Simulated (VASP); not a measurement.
Set up this calculation in VASP 6.6.1, as the native input.

```
Task                   : electric field gradients
Functional             : PBE
Potentials or basis    : VASP PAW PBE potentials, release 64 (Mg)
Cutoff                 : 520 eV
k mesh                 : 19 × 19 × 19
Occupations            : fermi-dirac, width 0.03 eV
Spin                   : no spin polarisation
Dipole correction      : no
Further INCAR settings : ALGO = Normal; EDIFF = 1e-08; NBANDS = 7
```

The structure of Mg lies in POSCAR:

```
Mg
1.0
   -1.4959298597      1.4959298597      1.4959298597
    1.4959298597     -1.4959298597      1.4959298597
    1.4959298597      1.4959298597     -1.4959298597
Mg
1
Direct
    0.0000000000      0.0000000000      0.0000000000
```

This isn't the form of Mg at room conditions, which is hcp.

The input as run:

INCAR

```
SYSTEM = Mg
PREC = Accurate
ENCUT = 520
EDIFF = 1E-8
ISMEAR = -1
SIGMA = 0.03
LREAL = .FALSE.
LASPH = .TRUE.
NELM = 60
ALGO = Normal
ISIF = 2
LWAVE = .FALSE.
LCHARG = .FALSE.
GGA = PE
LEFG = .TRUE.
NBANDS = 7
```

KPOINTS

```
Automatic mesh
0
G
  19 19 19
  0 0 0
```

Potentials or basis: VASP PAW PBE potentials, release 64 (Mg).

Run with:

```sh
$ cat potpaw_PBE.64/Mg/POTCAR > POTCAR
$ mpirun -np 1 vasp_std > vasp.out
```

Results of the run:

```json
{
  "Pressure": "54.8 GPa",
  "Band gap on the k mesh": "zero (bands 1 and 2 overlap by 4.20 eV)",
  "Largest electric field gradient by atom": "zero within the noise of the run"
}
```

Caveat: the cell stands under pressure.

Run time: 36 s on 1 thread of Intel Xeon 8259CL (shared host), peak memory 0.14 GiB.
